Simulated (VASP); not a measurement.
# SiC (P6_3mc) in VASP: single point with r2SCAN

Aim: the single point of SiC with r2SCAN.

All numbers are computed with VASP 6.6.1; they aren't measurements. Logs are shortened: lines on timing, memory, paths and dates and some standing lists are left out, and cuts for length are marked.

## 1. The cell of the first run

It takes space group P6_3mc (No. 186, hexagonal). The conventional cell has a = 3.078 Å, b = 3.078 Å, c = 15.107 Å, α = 90.00°, β = 90.00°, γ = 120.00°. Within 2.5 Å of Si (site symmetry 3m) lie 4 C at 1.88 to 1.89 Å. Si (site symmetry 3m) has 4 C at 1.88 to 1.89 Å within 2.5 Å. Si (site symmetry 3m) has 4 C at 1.89 Å within 2.5 Å. C (site symmetry 3m) has 4 Si at 1.88 to 1.89 Å within 2.5 Å. C (site symmetry 3m) has 4 Si at 1.88 to 1.89 Å within 2.5 Å. C (site symmetry 3m) has 4 Si at 1.89 Å within 2.5 Å.

## 2. Single point, r2SCAN

Input file POSCAR:

```
SiC
1.0
    3.0784702629      0.0000000029      0.0000000000
   -1.5392351339      2.6660334510      0.0000000000
    0.0000000000      0.0000000000     15.1069150272
Si C
6 6
Direct
    0.3333333333      0.6666666667      0.8329860580
    0.6666666667      0.3333333333      0.3329860580
    0.6666666667      0.3333333333      0.6665012732
    0.3333333333      0.6666666667      0.1665012732
    0.0000000000      0.0000000000      0.4997218364
    0.0000000000      0.0000000000      0.9997218364
    0.0000000000      0.0000000000      0.8743670385
    0.0000000000      0.0000000000      0.3743670385
    0.3333333333      0.6666666667      0.7079969902
    0.6666666667      0.3333333333      0.2079969902
    0.6666666667      0.3333333333      0.5415278037
    0.3333333333      0.6666666667      0.0415278037
```

Input file INCAR.step1:

```
SYSTEM = SiC
PREC     = Accurate       ! precision mode
ENCUT    = 520            ! plane-wave cutoff, eV
ISMEAR   = 0              ! smearing method
SIGMA    = 0.02           ! smearing width, eV
LREAL    = .FALSE.        ! projectors in reciprocal space
LASPH    = .TRUE.         ! aspherical terms in the spheres
NELM     = 60             ! most SCF steps
NBANDS   = 36             ! bands
GGA      = PE             ! functional
ALGO     = Normal         ! electronic algorithm
EDIFF    = 1E-4           ! SCF threshold, eV
LWAVE    = .TRUE.         ! write WAVECAR
LCHARG   = .FALSE.        ! write CHGCAR
```

Input file INCAR.step2:

```
SYSTEM = SiC
PREC     = Accurate       ! precision mode
ENCUT    = 520            ! plane-wave cutoff, eV
EDIFF    = 1E-6           ! SCF threshold, eV
ISMEAR   = 0              ! smearing method
SIGMA    = 0.02           ! smearing width, eV
LREAL    = .FALSE.        ! projectors in reciprocal space
LASPH    = .TRUE.         ! aspherical terms in the spheres
NELM     = 60             ! most SCF steps
ALGO     = Normal         ! electronic algorithm
ISIF     = 2              ! what is computed and relaxed
LWAVE    = .FALSE.        ! write WAVECAR
LCHARG   = .FALSE.        ! write CHGCAR
METAGGA  = R2SCAN         ! meta-GGA
LMIXTAU  = .TRUE.       
NBANDS   = 36             ! bands
ISTART   = 1
```

Input file KPOINTS:

```
Automatic mesh
0
G
  12 12 2
  0 0 0
```

Potentials or basis: VASP PAW PBE potentials, release 64 (Si, C).

Launch:

```
cat potpaw_PBE.64/Si/POTCAR potpaw_PBE.64/C/POTCAR > POTCAR
cp INCAR.step1 INCAR
mpirun -np 1 vasp_std > vasp.out
cp INCAR.step2 INCAR
mpirun -np 1 vasp_std > vasp.out
```

OUTCAR:

```text
SYSTEM = SiC
   PREC = Accurate
   ENCUT = 520
   EDIFF = 1E-6
   ISMEAR = 0
   LREAL = .FALSE.
   LASPH = .TRUE.
   NELM = 60
   ISIF = 2
   METAGGA = R2SCAN
   ISTART = 1

 ion  position               nearest neighbor table
   1  0.333  0.667  0.833-   7 1.88   7 1.88   7 1.88   9 1.89   3 3.08   3 3.08   3 3.08   6 3.08
                             6 3.08   6 3.08
   2  0.667  0.333  0.333-   8 1.88   8 1.88   8 1.88  10 1.89   4 3.08   4 3.08   4 3.08   5 3.08
                             5 3.08   5 3.08
   3  0.667  0.333  0.667-   9 1.88   9 1.88   9 1.88  11 1.89   1 3.08   1 3.08   1 3.08   5 3.08
                             5 3.08   5 3.08
   4  0.333  0.667  0.167-  10 1.88  10 1.88  10 1.88  12 1.89   2 3.08   2 3.08   2 3.08   6 3.08
                             6 3.08   6 3.08
   5  0.000  0.000  0.500-  11 1.89  11 1.89  11 1.89   8 1.89   2 3.08   2 3.08   2 3.08   3 3.08
                             3 3.08   3 3.08
   6  0.000  0.000  1.000-  12 1.89  12 1.89  12 1.89   7 1.89   1 3.08   1 3.08   1 3.08   4 3.08
                             4 3.08   4 3.08
   7  0.000  0.000  0.874-   1 1.88   1 1.88   1 1.88   6 1.89
   8  0.000  0.000  0.374-   2 1.88   2 1.88   2 1.88   5 1.89
   9  0.333  0.667  0.708-   3 1.88   3 1.88   3 1.88   1 1.89
  10  0.667  0.333  0.208-   4 1.88   4 1.88   4 1.88   2 1.89
  11  0.667  0.333  0.542-   5 1.89   5 1.89   5 1.89   3 1.89
  12  0.333  0.667  0.042-   6 1.89   6 1.89   6 1.89   4 1.89

  LATTYP: Found a hexagonal cell.
 ALAT       =     3.0784702629
 C/A-ratio  =     4.9072798296

  Lattice vectors:

 A1 = (   3.0784702629,   0.0000000029,   0.0000000000)
 A2 = (  -1.5392351339,   2.6660334510,   0.0000000000)
 A3 = (   0.0000000000,   0.0000000000,  15.1069150272)

Analysis of symmetry for initial positions (statically):
=====================================================================
 Subroutine PRICEL returns:
 Original cell was already a primitive cell.

 Routine SETGRP: Setting up the symmetry group for a
 hexagonal supercell.

 Subroutine GETGRP returns: Found 12 space group operations
 (whereof  6 operations were pure point group operations)
 out of a pool of 24 trial point group operations.

The static configuration has the point symmetry C_3v.
 The point group associated with its full space group is C_6v.

Analysis of symmetry for dynamics (positions and initial velocities):
=====================================================================
 Subroutine PRICEL returns:
 Original cell was already a primitive cell.

 Routine SETGRP: Setting up the symmetry group for a
 hexagonal supercell.

 Subroutine GETGRP returns: Found 12 space group operations
 (whereof  6 operations were pure point group operations)
 out of a pool of 24 trial point group operations.

The dynamic configuration has the point symmetry C_3v.
 The point group associated with its full space group is C_6v.

 Subroutine INISYM returns: Found 12 space group operations
 (whereof  6 operations are pure point group operations),
 and found     1 'primitive' translations

----------------------------------------------------------------------------------------

                                     Primitive cell

  volume of cell :     123.9871

  direct lattice vectors                    reciprocal lattice vectors
     3.078470263  0.000000003  0.000000000     0.324836660  0.187544534  0.000000000
    -1.539235134  2.666033451  0.000000000    -0.000000000  0.375089067  0.000000000
     0.000000000  0.000000000 15.106915027     0.000000000  0.000000000  0.066194852

  length of vectors
     3.078470263  3.078470263 15.106915027     0.375089067  0.375089067  0.066194852

  position of ions in fractional coordinates (direct lattice)
     0.333333333  0.666666667  0.832986058
     0.666666667  0.333333333  0.332986058
     0.666666667  0.333333333  0.666501273
     0.333333333  0.666666667  0.166501273
     0.000000000  0.000000000  0.499721836
     0.000000000  0.000000000  0.999721836
     0.000000000  0.000000000  0.874367038
     0.000000000  0.000000000  0.374367038
     0.333333333  0.666666667  0.707996990
     0.666666667  0.333333333  0.207996990
     0.666666667  0.333333333  0.541527804
     0.333333333  0.666666667  0.041527804

  ion indices of the primitive-cell ions
   primitive index   ion index
                 1           1
                 2           2
                 3           3
                 4           4
                 5           5
                 6           6
                 7           7
                 8           8
                 9           9
                10          10
                11          11
                12          12

----------------------------------------------------------------------------------------

 KPOINTS: Automatic mesh

Automatic generation of k-mesh.
 Grid dimensions read from file:
 generate k-points for:   12   12    2

 Generating k-lattice:

  Cartesian coordinates                     Fractional coordinates (reciprocal lattice)
     0.027069722  0.015628711  0.000000000     0.083333333  0.000000000  0.000000000
    -0.000000000  0.031257422  0.000000000    -0.000000000  0.083333333  0.000000000
     0.000000000  0.000000000  0.033097426     0.000000000  0.000000000  0.500000000

  Length of vectors
     0.031257422  0.031257422  0.033097426

  Shift w.r.t. Gamma in fractional coordinates (k-lattice)
     0.000000000  0.000000000  0.000000000

 Subroutine IBZKPT returns following result:
 ===========================================

 Found     38 irreducible k-points:

 Following reciprocal coordinates:
            Coordinates               Weight
  0.000000  0.000000  0.000000      1.000000
  0.083333  0.000000  0.000000      6.000000
  0.166667  0.000000  0.000000      6.000000
  0.250000 -0.000000  0.000000      6.000000
  0.333333  0.000000  0.000000      6.000000
  0.416667  0.000000  0.000000      6.000000
[... 16 lines left out ...]
  0.250000 -0.000000  0.500000      6.000000
  0.333333  0.000000  0.500000      6.000000
 [... further k-points ...]
   k-points           NKPTS =     38   k-points in BZ     NKDIM =     38   number of bands    NBANDS=     36
   number of dos      NEDOS =    301   number of ions     NIONS =     12
   total plane-waves  NPLWV =  64512
   dimension x,y,z NGX =    24 NGY =   24 NGZ =  112
   dimension x,y,z NGXF=    48 NGYF=   48 NGZF=  224
   ions per type =               6   6
   NGX,Y,Z   is equivalent  to a cutoff of  12.96, 12.96, 12.33 a.u.
   NGXF,Y,Z  is equivalent  to a cutoff of  25.92, 25.92, 24.65 a.u.
 SYSTEM =  SiC
   PREC   = accura    normal or accurate (medium, high low for compatibility)
   ISTART =      1    job   : 0-new  1-cont  2-samecut
   ICHARG =      0    charge: 1-file 2-atom 10-const
   ISPIN  =      1    spin polarized calculation?
   LNONCOLLINEAR =      F non collinear calculations
   LSORBIT =      F    spin-orbit coupling
   LASPH  =      T    aspherical Exc in radial PAW
   ENCUT  =  520.0 eV  38.22 Ry    6.18 a.u.   5.72  5.72 28.09*2*pi/ulx,y,z
   NELM   =     60;   NELMIN=  2; NELMDL=  0     # of ELM steps
   EDIFF  = 0.1E-05   stopping-criterion for ELM
   LREAL  =      F    real-space projection
   EDIFFG = 0.1E-04   stopping-criterion for IOM
   NSW    =      0    number of steps for IOM
   IBRION =     -1    ionic relax: 0-MD 1-quasi-New 2-CG
   NFREE  =      0    steps in history (QN), initial steepest desc. (CG)
   ISIF   =      2    stress and relaxation
   ISYM   =      2    0-nonsym 1-usesym 2-fastsym
   POTIM  = 0.5000    time-step for ionic-motion
   TEBEG  =    0.0;   TEEND  =   0.0 temperature during run
   PSTRESS=    0.0 pullay stress
   NELECT =      48.0000    total number of electrons
   NUPDOWN=      -1.0000    fix difference up-down
   EMIN   =  10.00;   EMAX   =-10.00  energy-range for DOS
   EFERMI =   0.00;   METHOD = LEGACY
   ISMEAR =     0;   SIGMA  =   0.02  broadening in eV -4-tet -1-fermi 0-gaus
   EFERMI_NEDOS =   21; number of points for ismear=-14 and -15
   IALGO  =     38    algorithm
   IMIX   =      4    mixing-type and parameters
     AMIX     =   0.40;   BMIX     =  1.00
     AMIX_MAG =   1.60;   BMIX_MAG =  1.00
  volume/ion in A,a.u.               =      10.33        69.73
  Fermi-wavevector in a.u.,A,eV,Ry     =   1.193154  2.254734 19.369474  1.423616
  Thomas-Fermi vector in A             =   2.329175
   LORBIT       =      0    0 simple, 1 ext, 2 COOP (PROOUT), +10 PAW based schemes
   METAGGA = R2SCAN    functional components
   LHFCALC =     F    Hartree Fock is set to
   AEXX    =    0.0000 exact exchange contribution
   IVDW    =     0    specifies the selected vdW correction
   LEPSILON=     F    determine dielectric tensor
   LRPA    =     F    only Hartree local field effects (RPA)
 non-spin polarized calculation
 Gauss-broadening in eV      SIGMA  =   0.02
  energy-cutoff  :      520.00
  volume of cell :      123.99
 maximum number of plane-waves:      3358
 NGX is ok and might be reduce to    24
   NGX = 11   NGY = 11   NGZ = 57

 number of electron      47.9999998 magnetization

 Free energy of the ion-electron system (eV)
  ---------------------------------------------------
  ext. energy  EPLUGINS =         0.00000000
  ---------------------------------------------------
  free energy    TOTEN  =      -115.96444676 eV

  energy without entropy =     -115.96444676  energy(sigma->0) =     -115.96444676

 E-fermi :   8.1503     XC(G=0): -11.9382

 val. band max:        8.0454903206   @ k =   0.0000   0.0000   0.0000
 cond. band min:      10.4439390108   @ k =   0.5000  -0.0000   0.0000
 fundamental gap:      2.3984486902
 Fermi energy:         8.1502560523

 k-point     1 :       0.0000    0.0000    0.0000
  band No.  band energies     occupation
      1      -8.2000      2.00000
      2      -7.6593      2.00000
      3      -7.6229      2.00000
      4      -6.0849      2.00000
      5      -6.0538      2.00000
      6      -4.5701      2.00000
[... 28 lines left out ...]
     35      15.9673      0.00000
     36      16.0430      0.00000

 k-point     2 :       0.0833    0.0000    0.0000
  band No.  band energies     occupation
      1      -8.0749      2.00000
      2      -7.5362      2.00000
      3      -7.4993      2.00000
      4      -5.9684      2.00000
      5      -5.9372      2.00000
      6      -4.4661      2.00000
[... 28 lines left out ...]
     35      15.9285      0.00000
     36      16.0105      0.00000
[... 817 lines left out ...]
     35      16.6762      0.00000
     36      16.6762      0.00000

 k-point    24 :       0.3333    0.0000    0.5000
  band No.  band energies     occupation
      1      -6.1527      2.00000
      2      -6.1527      2.00000
      3      -5.1573      2.00000
      4      -5.1573      2.00000
      5      -3.6048      2.00000
      6      -3.6048      2.00000
[... 28 lines left out ...]
     35      16.5245      0.00000
     36      16.5245      0.00000

 [... further k-points ...]

------------------------ aborting loop because EDIFF is reached ----------------------------------------

  FORCE on cell =-STRESS in cart. coord.  units (eV):
  Direction    XX          YY          ZZ          XY          YZ          ZX
  --------------------------------------------------------------------------------------
  -------------------------------------------------------------------------------------
  Total       -0.1442321     -0.1442321     -0.1433853     -0.0000000      0.0000000     -0.0000000
  in kB       -1.8637869     -1.8637869     -1.8528435     -0.0000000      0.0000000     -0.0000000
  external PRESSURE =      -1.8601391 kB  Pullay stress =       0.0000000 kB

 VOLUME and BASIS-vectors are now :
 -----------------------------------------------------------------------------
  energy-cutoff  :      520.00
  volume of cell :      123.99
      direct lattice vectors                 reciprocal lattice vectors
     3.078470263  0.000000003  0.000000000     0.324836660  0.187544534  0.000000000
    -1.539235134  2.666033451  0.000000000    -0.000000000  0.375089067  0.000000000
     0.000000000  0.000000000 15.106915027     0.000000000  0.000000000  0.066194852

 POSITION                                       TOTAL-FORCE (eV/Angst)
 -----------------------------------------------------------------------------------
     -0.00000      1.77736     12.58385         0.000000     -0.000000     -0.000911
      1.53924      0.88868      5.03039        -0.000000      0.000000     -0.000911
      1.53924      0.88868     10.06878        -0.000000      0.000000     -0.000753
     -0.00000      1.77736      2.51532         0.000000     -0.000000     -0.000753
      0.00000      0.00000      7.54926         0.000000     -0.000000      0.000783
      0.00000      0.00000     15.10271         0.000000     -0.000000      0.000783
      0.00000      0.00000     13.20899         0.000000      0.000000      0.000137
      0.00000      0.00000      5.65553         0.000000     -0.000000      0.000137
     -0.00000      1.77736     10.69565        -0.000000     -0.000000      0.000346
      1.53924      0.88868      3.14219         0.000000     -0.000000      0.000346
      1.53924      0.88868      8.18081        -0.000000      0.000000      0.000399
     -0.00000      1.77736      0.62736         0.000000     -0.000000      0.000399
 -----------------------------------------------------------------------------------
    total drift:                               -0.000000     -0.000000      0.000293

  FREE ENERGIE OF THE ION-ELECTRON SYSTEM (eV)
  ---------------------------------------------------
  free  energy   TOTEN  =      -115.9644467612 eV

  energy  without entropy=     -115.9644467612  energy(sigma->0) =     -115.96444676
```

Run time: 17 min. Hardware: 1 thread of Intel Xeon 8259CL, shared host; peak memory 0.32 GiB.

Results:

```
Free energy            : -115.9644 eV
Pressure               : -0.2 GPa
Band gap on the k mesh : 2.40 eV (least direct gap 3.56 eV)
```

Caveat: the PAW data sets were made with another functional, which shifts forces and pressure a little.
